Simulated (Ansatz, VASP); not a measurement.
## C: VASP beside Ansatz

Contents of INCAR:

```
PREC = Accurate ; ENCUT = 520
EDIFF = 1E-7 ; ISMEAR = 0
SIGMA = 0.15 ; LREAL = F
LASPH = T ; NELM = 80
ALGO = Normal ; ISIF = 2
LWAVE = F ; LCHARG = F
GGA = PE ; IVDW = 12
NBANDS = 36
```

The input KPOINTS:

```
regular mesh
0
Gamma
  18 18 2
```

POSCAR

```
C
1.0
    2.4648840281      0.0000000000      0.0184866302
   -1.2324420141      2.1346521857     -0.0092433151
    0.1545457107      0.0000000000     20.6060947640
C
12
Direct
    0.6666666667      0.3333333333      0.9519899901
    0.6666666667      0.3333333333      0.4520101828
    0.6666666667      0.3333333333      0.7793231472
    0.6666666667      0.3333333333      0.2793433400
    0.0000000000      0.0000000000      0.6156666650
    0.3333333333      0.6666666667      0.2793231472
    0.0000000000      0.0000000000      0.1156666650
    0.6666666667      0.3333333333      0.6156666650
    0.3333333333      0.6666666667      0.7793433400
    0.3333333333      0.6666666667      0.1156666650
    0.3333333333      0.6666666667      0.4519899901
    0.3333333333      0.6666666667      0.9520101828
```

Input for Ansatz:

```yaml
crystal:
  lattice:
    - [2.4648840281, 0.0, 0.0184866302]
    - [-1.2324420141, 2.1346521857, -0.0092433151]
    - [0.1545457107, 0.0, 20.606094764]
  atoms:
    - { symbol: C, position: [0.6666666667, 0.3333333333, 0.9519899901] }
    - { symbol: C, position: [0.6666666667, 0.3333333333, 0.4520101828] }
    - { symbol: C, position: [0.6666666667, 0.3333333333, 0.7793231472] }
    - { symbol: C, position: [0.6666666667, 0.3333333333, 0.27934334] }
    - { symbol: C, position: [0.0, 0.0, 0.615666665] }
    - { symbol: C, position: [0.3333333333, 0.6666666667, 0.2793231472] }
    - { symbol: C, position: [0.0, 0.0, 0.115666665] }
    - { symbol: C, position: [0.6666666667, 0.3333333333, 0.615666665] }
    - { symbol: C, position: [0.3333333333, 0.6666666667, 0.77934334] }
    - { symbol: C, position: [0.3333333333, 0.6666666667, 0.115666665] }
    - { symbol: C, position: [0.3333333333, 0.6666666667, 0.4519899901] }
    - { symbol: C, position: [0.3333333333, 0.6666666667, 0.9520101828] }
basis:
  ecutwfc: 420
kpoints:
  mp_grid: { grid: [18, 18, 2] }
hamiltonian:
  xc: pbe
  dispersion: d3bj
scf:
  occupations: { method: gaussian, width: 0.15 }
output:
  forces: true
  stress: true
  eigenvalues: true
```

Change from the starting cell: strain +0.0150 x Voigt [0, 0, 0, 0, 1, 0], atoms carried along.

Alike in both runs: task single point; functional PBE; dispersion D3(BJ); k mesh 18 × 18 × 2; occupations gaussian, width 0.15 eV; no spin polarisation.

```csv
,VASP,Ansatz
version,VASP 6.6.1,Ansatz 0.2.0
potentials or method,"VASP PAW PBE potentials, release 64 (C), cutoff 520 eV","scalar-relativistic, plane waves, PAW"
valence electrons in the cell,48,48
```

```csv
,VASP,Ansatz,Ansatz less VASP
gap on the k mesh at the Fermi level (eV),none,none,-
pressure (GPa),0.4,0.0,-0.44
"traceless stress, the component that is largest in VASP (GPa)",-0.51,0.00,+0.518
```

A gap of «none» marks a metal or a gap that the smearing closes.
